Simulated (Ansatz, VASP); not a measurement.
# La4ZrO: VASP beside Ansatz

```
La Zr O
1.0
     6.20462    0.00000    0.00000
    -3.10231    5.37336    0.00000
     0.00000    0.00000    5.59269
La Zr O
4 1 1
Cartesian
  3.1023 1.7911 0.0000
  -1.5171 2.7063 2.7963
  1.5171 2.7063 2.7963
  0.0000 5.3341 2.7963
  0.0000 3.5822 0.0000
  0.0000 0.0000 0.0000
```

Change from the starting cell: species swapped into the EuAlAg4 type (P-6m2, No. 187).

Alike in both runs: functional PBE; k mesh 3 × 3 × 4; occupations gaussian, width 0.1 eV; no spin polarisation.

Ansatz relaxed the structure, and its values are those at the end. VASP's run is a single point on that final structure, the one shown.

```csv
,VASP,Ansatz
version,VASP 6.6.1,Ansatz 0.2.0
potentials or method,"VASP PAW PBE potentials, release 64 (La, Zr_sv, O), cutoff 520 eV","scalar-relativistic, plane waves, PAW"
valence electrons in the cell,62,62
```

|  | VASP | Ansatz | Ansatz less VASP |
| --- | --- | --- | --- |
| gap on the k mesh at the Fermi level (eV) | none | none | - |
| pressure (GPa) | 0.0 | 0.0 | -0.01 |
| rms of the force components (eV/Å) | 0.010 | 0.011 | +0.0003 |

A gap of «none» marks a metal or a gap that the smearing closes.

The k mesh is coarse, so the values compare programs but aren't converged. Neither program's run includes spin-orbit coupling.
